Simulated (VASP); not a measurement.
# BiH (P6_3/mmc) in VASP: notebook

Runs on BiH. Level: PBE. Tasks: relaxation of cell and atoms.

Program: VASP 6.6.1. These are calculated values, not measurements. Logs are shortened: lines on timing, memory, paths and dates and some standing lists are left out, and cuts for length are marked.

## 1. The cell of the first run

It takes space group P6_3/mmc (No. 194, hexagonal). The conventional cell has a = 4.367 Å, b = 4.367 Å, c = 4.254 Å, α = 90.00°, β = 90.00°, γ = 120.00°. Bi (site symmetry -6m2) has 6 H at 2.74 Å and 6 Bi at 3.30 Å within 3.6 Å. Within 2.8 Å of H (site symmetry -3m) lie 2 H at 2.13 Å and 6 Bi at 2.74 Å.

## 2. Relaxation of cell and atoms, PBE

File INCAR:

```
SYSTEM = BiH
  PREC = Accurate
  ENCUT = 600
  EDIFF = 1E-6
  ISMEAR = 0
  SIGMA = 0.1
  LREAL = .FALSE.
  LASPH = .TRUE.
  NELM = 80
  ALGO = Normal
  ISIF = 3
  LWAVE = .FALSE.
  LCHARG = .FALSE.
  GGA = PE
  IBRION = 2
  NSW = 90
  EDIFFG = -0.0325
```

File KPOINTS:

```
Automatic mesh
0
G
  6 6 4
  0 0 0
```

File POSCAR:

```
BiH
1.0
    4.3673425917      0.0000000000      0.0000000000
   -2.1836712959      3.7822296315      0.0000000000
    0.0000000000      0.0000000000      4.2539081170
Bi H
2 2
Direct
    0.3333333333      0.6666666667      0.2500000000
    0.6666666667      0.3333333333      0.7500000000
    0.0000000000      0.0000000000      0.0000000000
    1.0000000000      0.0000000000      0.5000000000
```

Potentials or basis: VASP PAW PBE potentials, release 64 (Bi_d, H).

On the command line:

```console
cat potpaw_PBE.64/Bi_d/POTCAR potpaw_PBE.64/H/POTCAR > POTCAR
mpirun -np 1 vasp_std > vasp.out
```

OUTCAR:

```text
SYSTEM = BiH
   PREC = Accurate
   ENCUT = 600
   EDIFF = 1E-6
   ISMEAR = 0
   LREAL = .FALSE.
   LASPH = .TRUE.
   NELM = 80
   ISIF = 3
   GGA = PE
   IBRION = 2
   NSW = 90
   EDIFFG = -0.0325

 ion  position               nearest neighbor table
   1  0.333  0.667  0.250-   2 3.30   2 3.30   2 3.30   2 3.30   2 3.30   2 3.30
   2  0.667  0.333  0.750-   1 3.30   1 3.30   1 3.30   1 3.30   1 3.30   1 3.30
   3  0.000  0.000  0.000-
   4  0.000  0.000  0.500-

  LATTYP: Found a hexagonal cell.
 ALAT       =     4.3673425917
 C/A-ratio  =     0.9740266598

  Lattice vectors:

 A1 = (   4.3673425917,   0.0000000000,   0.0000000000)
 A2 = (  -2.1836712959,   3.7822296315,   0.0000000000)
 A3 = (   0.0000000000,   0.0000000000,   4.2539081170)

Analysis of symmetry for initial positions (statically):
=====================================================================
 Subroutine PRICEL returns:
 Original cell was already a primitive cell.

 Routine SETGRP: Setting up the symmetry group for a
 hexagonal supercell.

 Subroutine GETGRP returns: Found 24 space group operations
 (whereof 12 operations were pure point group operations)
 out of a pool of 24 trial point group operations.

The static configuration has the point symmetry D_3d.
 The point group associated with its full space group is D_6h.

Analysis of symmetry for dynamics (positions and initial velocities):
=====================================================================
 Subroutine PRICEL returns:
 Original cell was already a primitive cell.

 Routine SETGRP: Setting up the symmetry group for a
 hexagonal supercell.

 Subroutine GETGRP returns: Found 24 space group operations
 (whereof 12 operations were pure point group operations)
 out of a pool of 24 trial point group operations.

The dynamic configuration has the point symmetry D_3d.
 The point group associated with its full space group is D_6h.

 Subroutine INISYM returns: Found 24 space group operations
 (whereof 12 operations are pure point group operations),
 and found     1 'primitive' translations

----------------------------------------------------------------------------------------

                                     Primitive cell

  volume of cell :      70.2673

  direct lattice vectors                    reciprocal lattice vectors
     4.367342592  0.000000000  0.000000000     0.228972191  0.132197156  0.000000000
    -2.183671296  3.782229631  0.000000000     0.000000000  0.264394312  0.000000000
     0.000000000  0.000000000  4.253908117     0.000000000  0.000000000  0.235077950

  length of vectors
     4.367342592  4.367342592  4.253908117     0.264394312  0.264394312  0.235077950

  position of ions in fractional coordinates (direct lattice)
     0.333333333  0.666666667  0.250000000
     0.666666667  0.333333333  0.750000000
     0.000000000  0.000000000  0.000000000
     0.000000000  0.000000000  0.500000000

  ion indices of the primitive-cell ions
   primitive index   ion index
                 1           1
                 2           2
                 3           3
                 4           4

----------------------------------------------------------------------------------------

 KPOINTS: Automatic mesh

Automatic generation of k-mesh.
 Grid dimensions read from file:
 generate k-points for:    6    6    4

 Generating k-lattice:

  Cartesian coordinates                     Fractional coordinates (reciprocal lattice)
     0.038162032  0.022032859  0.000000000     0.166666667 -0.000000000  0.000000000
     0.000000000  0.044065719  0.000000000     0.000000000  0.166666667  0.000000000
     0.000000000  0.000000000  0.058769488     0.000000000  0.000000000  0.250000000

  Length of vectors
     0.044065719  0.044065719  0.058769488

  Shift w.r.t. Gamma in fractional coordinates (k-lattice)
     0.000000000  0.000000000  0.000000000

 Subroutine IBZKPT returns following result:
 ===========================================

 Found     21 irreducible k-points:

 Following reciprocal coordinates:
            Coordinates               Weight
  0.000000  0.000000  0.000000      1.000000
  0.166667  0.000000  0.000000      6.000000
  0.333333  0.000000  0.000000      6.000000
  0.500000  0.000000  0.000000      3.000000
  0.166667  0.166667  0.000000      6.000000
  0.333333  0.166667  0.000000     12.000000
[... 13 lines left out ...]
  0.333333  0.166667  0.500000     12.000000
  0.333333  0.333333  0.500000      2.000000
   k-points           NKPTS =     21   k-points in BZ     NKDIM =     21   number of bands    NBANDS=     20
   number of dos      NEDOS =    301   number of ions     NIONS =      4
   total plane-waves  NPLWV =  46656
   dimension x,y,z NGX =    36 NGY =   36 NGZ =   36
   dimension x,y,z NGXF=    72 NGYF=   72 NGZF=   72
   ions per type =               2   2
   NGX,Y,Z   is equivalent  to a cutoff of  13.70, 13.70, 14.07 a.u.
   NGXF,Y,Z  is equivalent  to a cutoff of  27.41, 27.41, 28.14 a.u.
 SYSTEM =  BiH
   PREC   = accura    normal or accurate (medium, high low for compatibility)
   ISTART =      0    job   : 0-new  1-cont  2-samecut
   ICHARG =      2    charge: 1-file 2-atom 10-const
   ISPIN  =      1    spin polarized calculation?
   LNONCOLLINEAR =      F non collinear calculations
   LSORBIT =      F    spin-orbit coupling
   LASPH  =      T    aspherical Exc in radial PAW
   ENCUT  =  600.0 eV  44.10 Ry    6.64 a.u.   8.72  8.72  8.50*2*pi/ulx,y,z
   NELM   =     80;   NELMIN=  2; NELMDL= -5     # of ELM steps
   EDIFF  = 0.1E-05   stopping-criterion for ELM
   LREAL  =      F    real-space projection
   EDIFFG = -.3E-01   stopping-criterion for IOM
   NSW    =     90    number of steps for IOM
   IBRION =      2    ionic relax: 0-MD 1-quasi-New 2-CG
   NFREE  =      1    steps in history (QN), initial steepest desc. (CG)
   ISIF   =      3    stress and relaxation
   ISYM   =      2    0-nonsym 1-usesym 2-fastsym
   POTIM  = 0.5000    time-step for ionic-motion
   TEBEG  =    0.0;   TEEND  =   0.0 temperature during run
   PSTRESS=    0.0 pullay stress
   NELECT =      32.0000    total number of electrons
   NUPDOWN=      -1.0000    fix difference up-down
   EMIN   =  10.00;   EMAX   =-10.00  energy-range for DOS
   EFERMI =   0.00;   METHOD = LEGACY
   ISMEAR =     0;   SIGMA  =   0.10  broadening in eV -4-tet -1-fermi 0-gaus
   EFERMI_NEDOS =   21; number of points for ismear=-14 and -15
   IALGO  =     38    algorithm
   IMIX   =      4    mixing-type and parameters
     AMIX     =   0.40;   BMIX     =  1.00
     AMIX_MAG =   1.60;   BMIX_MAG =  1.00
  volume/ion in A,a.u.               =      17.57       118.55
  Fermi-wavevector in a.u.,A,eV,Ry     =   1.259526  2.380159 21.584354  1.586405
  Thomas-Fermi vector in A             =   2.393081
   LORBIT       =      0    0 simple, 1 ext, 2 COOP (PROOUT), +10 PAW based schemes
   GGA     = PE    functional components
   LHFCALC =     F    Hartree Fock is set to
   AEXX    =    0.0000 exact exchange contribution
   IVDW    =     0    specifies the selected vdW correction
   LEPSILON=     F    determine dielectric tensor
   LRPA    =     F    only Hartree local field effects (RPA)
 conjugate gradient relaxation of ions
 non-spin polarized calculation
 Gauss-broadening in eV      SIGMA  =   0.10
  energy-cutoff  :      600.00
  volume of cell :       70.27
 maximum number of plane-waves:      2363
 NGX is ok and might be reduce to    36
   NGX = 17   NGY = 17   NGZ = 17

--------------------------------------- Ionic step        1  -------------------------------------------

 number of electron      31.9999994 magnetization

 Free energy of the ion-electron system (eV)
  ---------------------------------------------------
  ext. energy  EPLUGINS =         0.00000000
  ---------------------------------------------------
  free energy    TOTEN  =       -11.63652599 eV

  energy without entropy =      -11.62379819  energy(sigma->0) =      -11.63016209

------------------------ aborting loop because EDIFF is reached ----------------------------------------

  FORCE on cell =-STRESS in cart. coord.  units (eV):
  Direction    XX          YY          ZZ          XY          YZ          ZX
  --------------------------------------------------------------------------------------
  -------------------------------------------------------------------------------------
  Total       -0.6722372     -0.6722372      0.6471391      0.0000000      0.0000000     -0.0000000
  in kB      -15.3278024    -15.3278024     14.7555350      0.0000000      0.0000000     -0.0000000
  external PRESSURE =      -5.3000233 kB  Pullay stress =       0.0000000 kB
[... 95 lines left out ...]
  FREE ENERGIE OF THE ION-ELECTRON SYSTEM (eV)
  ---------------------------------------------------
  free  energy   TOTEN  =       -11.6960157324 eV

  energy  without entropy=      -11.6880089491  energy(sigma->0) =      -11.69201234

[... ionic steps 4 to 12 ...]

--------------------------------------- Ionic step       13  -------------------------------------------

 number of electron      32.0000000 magnetization

------------------------ aborting loop because EDIFF is reached ----------------------------------------

  FORCE on cell =-STRESS in cart. coord.  units (eV):
  Direction    XX          YY          ZZ          XY          YZ          ZX
  --------------------------------------------------------------------------------------
  -------------------------------------------------------------------------------------
  Total       -0.4975022     -0.4975022     -0.7566633      0.0000000     -0.0000000      0.0000000
  in kB      -11.2425973    -11.2425973    -17.0991395      0.0000000     -0.0000000      0.0000000
  external PRESSURE =     -13.1947781 kB  Pullay stress =       0.0000000 kB
[... 61 lines left out ...]
  energy  without entropy=      -11.8037058981  energy(sigma->0) =      -11.81051220

--------------------------------------- Ionic step       15  -------------------------------------------

 number of electron      31.9999993 magnetization

 Free energy of the ion-electron system (eV)
  ---------------------------------------------------
  ext. energy  EPLUGINS =         0.00000000
  ---------------------------------------------------
  free energy    TOTEN  =       -11.81732940 eV

  energy without entropy =      -11.80378589  energy(sigma->0) =      -11.81055764

 E-fermi :   7.2518     XC(G=0): -10.3225

 val. band max:        7.2380990054   @ k =   0.3333   0.0000   0.0000
 cond. band min:       7.3195749771   @ k =   0.1667   0.1667   0.2500
 fundamental gap:      0.0814759717
 Fermi energy:         7.2518188992

 k-point     1 :       0.0000    0.0000    0.0000
  band No.  band energies     occupation
      1     -15.9258      2.00000
      2     -15.9258      2.00000
      3     -15.9031      2.00000
      4     -15.8529      2.00000
      5     -15.8529      2.00000
      6     -15.8442      2.00000
[... 12 lines left out ...]
     19       9.9266      0.00000
[... 490 lines left out ...]
  FREE ENERGIE OF THE ION-ELECTRON SYSTEM (eV)
  ---------------------------------------------------
  free  energy   TOTEN  =       -11.8173293950 eV

  energy  without entropy=      -11.8037858856  energy(sigma->0) =      -11.81055764

 reached required accuracy - stopping structural energy minimisation
```

It took 2.1 min on 1 thread of Intel Xeon 6975P-C (Granite Rapids), shared host; peak memory 0.22 GiB.

Results:

| Property | Result |
| --- | --- |
| Free energy | -11.8173 eV |
| Relaxed volume | 17.30 Å³/atom |
| Relaxed cell | a = 4.021 Å, b = 4.021 Å, c = 4.942 Å, α = 90.00°, β = 90.00°, γ = 120.00° |
| Space group after relaxing (to 0.1 Å) | P6_3/mmc (No. 194) |
| Energy gained by relaxing | 45.2 meV/atom |
| Ionic steps | 15 |
| Pressure after relaxing | 0.1 GPa |
| Band gap on the k mesh | zero (bands 16 and 17 overlap by 2.69 eV) |

Stress tensor (GPa, compression positive):
```
 0.24  0.00  0.00
 0.00  0.24  0.00
 0.00  0.00 -0.30
```

The path:
```
step  energy change (eV)  largest force (eV/Å)  pressure (GPa)  volume (Å³)
   1              0.0000                0.0000           -0.53        70.27
   2             -0.0158                0.0000           -0.10        69.67
   3             -0.0595                0.0000            1.59        67.84
   4             -0.0678                0.0000            5.99        63.97
   5             -0.0827                0.0000            4.18        65.53
   6             -0.0825                0.0000            4.65        65.10
   7             -0.0862                0.0000            4.65        65.08
   8             -0.0955                0.0000            4.65        65.03
   9             -0.1077                0.0000            4.75        64.90
  10             -0.1133                0.0000            4.94        64.56
  11             -0.1308                0.0000            4.18        65.18
  12             -0.1670                0.0000            2.11        67.05
  13             -0.1736                0.0000           -1.32        70.90
  14             -0.1808                0.0000           -0.01        69.30
  15             -0.1808                0.0000            0.06        69.21
```

Final structure:
```
Bi H
1.0
     4.02123    0.00000    0.00000
    -2.01062    3.48249    0.00000
     0.00000    0.00000    4.94193
Bi H
2 2
Cartesian
  0.0000 2.3217 1.2355
  2.0106 1.1608 3.7064
  0.0000 0.0000 0.0000
  0.0000 0.0000 2.4710
```

Caveat: the k points lie up to 0.32 Å⁻¹ apart in the final cell, too coarse for converged energies and pressures of a metal; a cell axis changed by over 15 % at a fixed basis, so the end point is rough; spin-orbit coupling is left out, which moves the levels of the heavy elements.

## 3. Relaxation of cell and atoms, PBE

This run uses another cell than the first one, of 17.31 Å³/atom.

File INCAR:

```
SYSTEM = BiH
PREC = Accurate ; ENCUT = 600
EDIFF = 1E-7 ; ISMEAR = 0
SIGMA = 0.1 ; LREAL = .FALSE.
LASPH = .TRUE. ; NELM = 60
ALGO = Normal ; ISIF = 3
LWAVE = .FALSE. ; LCHARG = .FALSE.
GGA = PE ; IBRION = 2
NSW = 90 ; EDIFFG = -0.025
```

File KPOINTS:

```
regular mesh
0
G
  12 12 8
  0 0 0
```

File POSCAR:

```
BiH
1.0
    4.0379631177      0.0000000000      0.0000000000
   -2.0189815589      3.4969786394      0.0000000000
    0.0000000000      0.0000000000      4.9024914019
Bi H
2 2
Direct
    0.3333333333      0.6666666667      0.2500000000
    0.6666666667      0.3333333333      0.7500000000
    0.0000000000      0.0000000000      0.0000000000
    1.0000000000      0.0000000000      0.5000000000
```

Potentials or basis: VASP PAW PBE potentials, release 64 (Bi_d, H).

On the command line:

```console
cat potpaw_PBE.64/Bi_d/POTCAR potpaw_PBE.64/H/POTCAR > POTCAR
mpirun -np 1 vasp_std > vasp.out
```

It took 4.4 min on 1 thread of Intel Xeon 6975P-C (Granite Rapids), shared host; peak memory 0.3 GiB.

The run converged. Its results:

```
Free energy                           : -11.9632 eV
Relaxed volume                        : 16.89 Å³/atom
Relaxed cell                          : a = 3.643 Å, b = 3.643 Å, c = 5.879 Å, α = 90.00°, β = 90.00°, γ = 120.00°
Space group after relaxing (to 0.1 Å) : P6_3/mmc (No. 194)
Energy gained by relaxing             : 37.5 meV/atom
Ionic steps                           : 8
Pressure after relaxing               : -0.1 GPa
Band gap on the k mesh                : zero (bands 16 and 17 overlap by 4.90 eV)
```

Stress tensor (GPa, compression positive):
```
-0.01  0.00  0.00
 0.00 -0.01  0.00
 0.00  0.00 -0.21
```

The path:
| step | energy change (eV) | largest force (eV/Å) | pressure (GPa) | volume (Å³) |
| --- | --- | --- | --- | --- |
| 1 | 0.0000 | 0.0000 | 0.08 | 69.23 |
| 2 | -0.0219 | 0.0000 | -0.14 | 69.30 |
| 3 | -0.0799 | 0.0000 | -0.68 | 69.42 |
| 4 | -0.1277 | 0.0000 | -1.07 | 69.20 |
| 5 | -0.1369 | 0.0000 | -1.13 | 69.04 |
| 6 | -0.1467 | 0.0000 | -0.99 | 68.63 |
| 7 | -0.1269 | 0.0000 | 2.67 | 64.88 |
| 8 | -0.1499 | 0.0000 | -0.08 | 67.57 |

Final structure:
```
CELL_PARAMETERS angstrom
3.64310 0.00000 0.00000
-1.82155 3.15502 0.00000
0.00000 0.00000 5.87902
ATOMIC_POSITIONS crystal
Bi 0.33333 0.66667 0.25000
Bi 0.66667 0.33333 0.75000
H 0.00000 0.00000 0.00000
H 0.00000 0.00000 0.50000
```

Levels at points of the mesh, in eV from the Fermi level:
```csv
k point,band 14,band 15,band 16,band 17,band 18,band 19
"(0.00, 0.00, 0.00)",-0.18,2.55,2.55,3.58,3.72,3.72
"(0.50, 0.00, 0.00)",-3.63,-3.23,-2.33,-0.31,1.21,2.59
"(0.00, 0.00, 0.50)",-3.23,2.80,2.80,3.15,3.15,3.15
"(0.50, 0.00, 0.50)",-6.21,-0.18,-0.18,0.84,0.84,1.26
```

Caveat: a cell axis changed by over 15 % at a fixed basis, so the end point is rough; spin-orbit coupling is left out, which moves the levels of the heavy elements.
